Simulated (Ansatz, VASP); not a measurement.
# One calculation of Ta3W2, two programs

```xyz
5
Lattice="1.5333 0.8853 10.9248 -1.5333 0.8853 10.9248 0.0000 -1.7705 10.9248" Properties=species:S:1:pos:R:3 pbc="T T T"
Ta    0.0000    0.0000    6.6097
Ta    0.0000    0.0000   26.1647
Ta    0.0000    0.0000    0.0000
W     0.0000    0.0000   13.0730
W     0.0000    0.0000   19.7014
```

Alike in both runs: functional PBE; k mesh 6 × 6 × 6; occupations gaussian, width 0.1 eV; no spin polarisation.

Ansatz relaxed the structure, and its values are those at the end. VASP's run is a single point on that final structure, the one shown.

|  | VASP | Ansatz |
| --- | --- | --- |
| version | VASP 6.6.1 | Ansatz 0.2.0 |
| potentials or method | VASP PAW PBE potentials, release 64 (Ta_pv, W_sv), cutoff 520 eV | scalar-relativistic, plane waves, PAW |
| valence electrons in the cell | 61 | 67 |

Ansatz gave:

* gap on the k mesh at the Fermi level (eV): none
* pressure (GPa): 0.0
* rms of the force components (eV/Å): 0.004

**Question.** Estimate VASP's values.

**Answer.** gap on the k mesh at the Fermi level (eV): none; pressure (GPa): 0.2; rms of the force components (eV/Å): 0.005.

A gap of «none» marks a metal or a gap that the smearing closes. VASP's potentials hold 61 valence electrons a cell and Ansatz's 67, so a difference there can come from the potentials and not from the codes.

The k mesh is coarse, so the values compare programs but aren't converged. Spin-orbit coupling is off throughout.
